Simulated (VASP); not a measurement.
A run of VASP 6.6.1:

Contents of POSCAR:

```
PtPb
1.0
    4.2600000000      0.0000000000      0.0000000000
   -2.1300000000      3.6892682200      0.0000000000
    0.0000000000      0.0000000000      5.4700000000
Pt Pb
2 2
Direct
    0.3333333333      0.6666666667      0.2500000000
    0.6666666667      0.3333333333      0.7500000000
    0.0000000000      0.0000000000      0.0000000000
    0.0000000000      0.0000000000      0.5000000000
```

File INCAR.step1:

```
ALGO = Normal
EDIFF = 1E-4
ENCUT = 600
GGA = PE
ISMEAR = -1
LASPH = T
LCHARG = F
LREAL = F
LWAVE = T
NELM = 80
PREC = Accurate
SIGMA = 0.1
```

Contents of INCAR.step2:

```
ALGO = Normal
EDIFF = 1E-6
EDIFFG = -0.01
ENCUT = 600
IBRION = 2
ISIF = 8
ISMEAR = -1
ISTART = 1
LASPH = T
LCHARG = F
LMIXTAU = T
LREAL = F
LWAVE = F
METAGGA = R2SCAN
NELM = 80
NSW = 80
PREC = Accurate
SIGMA = 0.1
```

The input KPOINTS:

```
k-points
0
Gamma
  6 6 4
```

Potentials or basis: VASP PAW PBE potentials, release 64 (Pt, Pb_d).

Command:

```sh
$ cat potpaw_PBE.64/Pt/POTCAR potpaw_PBE.64/Pb_d/POTCAR > POTCAR
$ cp INCAR.step1 INCAR
$ mpirun -np 1 vasp_std > vasp.out
$ cp INCAR.step2 INCAR
$ mpirun -np 1 vasp_std > vasp.out
```

Hardware: 1 thread of Intel(R) Xeon(R) 6975P-C (Granite Rapids), on a shared host.

Q: How long does it take, and how much memory?

A: It took 8.1 min on 1 thread of Intel(R) Xeon(R) 6975P-C (Granite Rapids), on a shared host, peak memory 0.3 GiB. Counts: k points 21, ion steps 4.
